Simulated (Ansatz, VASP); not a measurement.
**MoS2: VASP beside Ansatz**

```
CELL_PARAMETERS angstrom
3.12041 0.00000 0.00000
-1.56020 2.70235 0.00000
0.00000 0.00000 24.28813
ATOMIC_POSITIONS crystal
S 0.00000 0.00000 0.31032
S 0.33333 0.66667 0.44221
S 0.66667 0.33333 0.55779
S 0.00000 0.00000 0.68968
Mo 0.66667 0.33333 0.37610
Mo 0.33333 0.66667 0.62390
```

Alike in both runs: functional PBEsol; k mesh 12 × 12 × 1; occupations gaussian, width 0.1 eV; no spin polarisation.

Ansatz relaxed the structure, and its values are those at the end. VASP's run is a single point on that final structure, the one shown.

|  | VASP | Ansatz |
| --- | --- | --- |
| version | VASP 6.6.1 | Ansatz 0.2.0 |
| potentials or method | VASP PAW PBE potentials, release 64 (S, Mo_sv), cutoff 520 eV | scalar-relativistic, plane waves, PAW |
| valence electrons in the cell | 52 | 52 |

|  | VASP | Ansatz | Ansatz less VASP |
| --- | --- | --- | --- |
| gap on the k mesh at the Fermi level (eV) | none | none | - |
| rms of the force components (eV/Å) | 0.003 | 0.003 | +0.0001 |

VASP's potentials were made for PBE, not for PBEsol. A gap of «none» marks a metal or a gap that the smearing closes. With one functional, cell and mesh, what is left measures potentials, basis and numerics. Ansatz's warnings: xc potential rough in thin density.
